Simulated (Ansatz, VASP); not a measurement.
Two plane-wave programs on CoW3

```
Co W
1.0
     3.85824    0.00000    0.00000
     0.00000    3.85824    0.00000
     0.00000    0.00000    3.85824
Co W
1 3
Direct
  0.99676 0.00000 0.00000
  0.00000 0.50000 0.50000
  0.50000 0.00000 0.50000
  0.50000 0.50000 0.00000
```

Alike in both runs: task single point; functional PBEsol; k mesh 12 × 12 × 12; occupations gaussian, width 0.15 eV; no spin polarisation.

|  | VASP | Ansatz |
| --- | --- | --- |
| version | VASP 6.6.1 | Ansatz 0.2.0 |
| potentials or method | VASP PAW PBE potentials, release 64 (Co, W_sv), cutoff 520 eV | scalar-relativistic, plane waves, PAW |
| valence electrons in the cell | 51 | 59 |

|  | VASP | Ansatz | Ansatz less VASP |
| --- | --- | --- | --- |
| gap on the k mesh at the Fermi level (eV) | none | none | - |
| pressure (GPa) | 0.7 | 0.0 | -0.64 |
| rms of the force components (eV/Å) | 0.037 | 0.037 | 0.0000 |

VASP's potentials were made for PBE, not for PBEsol. Atom by atom the forces differ by 0.000 eV/Å (rms over components). A gap of «none» marks a metal or a gap that the smearing closes. VASP's potentials hold 51 valence electrons a cell and Ansatz's 59, so a difference there can come from the potentials and not from the codes.

Spin-orbit coupling is off throughout.
